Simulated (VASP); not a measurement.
LaP, 2 atoms in the cell. The structure is cubic, space group Fm-3m (No. 225). Conventional cell: a = 5.978 Å, b = 5.978 Å, c = 5.978 Å, α = 90.00°, β = 90.00°, γ = 90.00°. Within 3.9 Å of La (site symmetry m-3m) lie 6 P at 2.99 Å. Within 3.9 Å of P (site symmetry m-3m) lie 6 La at 2.99 Å. 

```yaml
Program: VASP 6.6.1
Task: single point
Functional: PBEsol
Potentials_or_basis: VASP PAW PBE potentials, release 64 (La, P)
Cutoff: 520 eV
k_mesh: 14 × 14 × 14
Occupations: fermi-dirac, width 0.08 eV
Spin: no spin polarisation
Dipole_correction: no
Further_INCAR_settings: ALGO = Normal; EDIFF = 1e-06; NBANDS = 15
```

Potentials or basis: VASP PAW PBE potentials, release 64 (La, P).

Run with:

```console
$ cat potpaw_PBE.64/La/POTCAR potpaw_PBE.64/P/POTCAR > POTCAR
$ mpirun -np 1 vasp_std > vasp.out
```

Hardware: 1 thread of Intel(R) Xeon(R) 6975P-C (Granite Rapids), with other jobs on the host.

Estimate the wall time of this run.

It took 38 s on 1 thread of Intel(R) Xeon(R) 6975P-C (Granite Rapids), on a shared host, peak memory 0.25 GiB. Counts: scf iterations 15, k points 104.
